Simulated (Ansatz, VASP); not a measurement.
This is a calculation of P for VASP 6.6.1.

POSCAR

```
P
1.0
    1.6254735952     -5.3911768097      0.0000000000
    1.6254735952      5.3911768097      0.0000000000
    0.0000000000      0.0000000000      4.4822275814
P
4
Direct
    0.9041431300      0.0958568700      0.5888151700
    0.0958568700      0.9041431300      0.4111848300
    0.5958568700      0.4041431300      0.0888151700
    0.4041431300      0.5958568700      0.9111848300
```

File INCAR.step1:

```
PREC = Accurate
ENCUT = 520
ISMEAR = -1
SIGMA = 0.05
LREAL = F
LASPH = T
NELM = 80
NBANDS = 18
GGA = PE
ALGO = Normal
EDIFF = 1E-4
LWAVE = T
LCHARG = F
```

File INCAR.step2:

```
PREC = Accurate
ENCUT = 520
EDIFF = 1E-6
ISMEAR = -1
SIGMA = 0.05
LREAL = F
LASPH = T
NELM = 80
ALGO = Normal
ISIF = 2
LWAVE = F
LCHARG = F
METAGGA = R2SCAN
LMIXTAU = T
LUSE_VDW = T
IVDW_NL = 2
BPARAM = 11.95
CPARAM = 0.0093
NBANDS = 18
ISTART = 1
```

File KPOINTS:

```
Automatic mesh
0
Gamma
  8 8 6
```

Potentials or basis: VASP PAW PBE potentials, release 64 (P).

The run is started by

```console
$ cat potpaw_PBE.64/P/POTCAR > POTCAR
$ cp INCAR.step1 INCAR
$ mpirun -np 1 vasp_std > vasp.out
$ cp INCAR.step2 INCAR
$ mpirun -np 1 vasp_std > vasp.out
```

Translate it to Ansatz 0.2.0. Potentials there: Ansatz PAW.

As run (the cutoff follows the program's own potentials):

File input.yaml:

```yaml
crystal:
  lattice:
    - [1.6254735952, -5.3911768097, 0.0]
    - [1.6254735952, 5.3911768097, 0.0]
    - [0.0, 0.0, 4.4822275814]
  atoms:
    - { symbol: P, position: [0.90414313, 0.09585687, 0.58881517] }
    - { symbol: P, position: [0.09585687, 0.90414313, 0.41118483] }
    - { symbol: P, position: [0.59585687, 0.40414313, 0.08881517] }
    - { symbol: P, position: [0.40414313, 0.59585687, 0.91118483] }
hamiltonian:
  xc: r2scan
  pseudopotentials: { kind: paw }
  dispersion: rvv10
kpoints:
  mp_grid: { grid: [8, 8, 6] }
scf:
  occupations: { method: fermi_dirac, width: 0.05 }
output:
  forces: true
  stress: true
  eigenvalues: true
```

Potentials or basis: Ansatz PAW.

Run with:

```bash
$ ansatz run input.yaml --threads 2 --pin off --max-ram 5120MiB --backend cpu --events-out ev --progress --plain --runs-dir out
```

Both were run:

|  | VASP | Ansatz | Ansatz less VASP |
| --- | --- | --- | --- |
| gap on the k mesh at the Fermi level (eV) | 0.16 | 0.15 | -0.018 |
| least direct gap on the mesh (eV) | 0.16 | 0.15 | -0.018 |
| pressure (GPa) | 2.8 | 3.5 | +0.69 |
| traceless stress, the component that is largest in VASP (GPa) | 0.97 | 1.01 | +0.042 |
| rms of the force components (eV/Å) | 0.233 | 0.291 | +0.0581 |

VASP's potentials were made for PBE, not for r2SCAN. Atom by atom the forces differ by 0.060 eV/Å (rms over components).
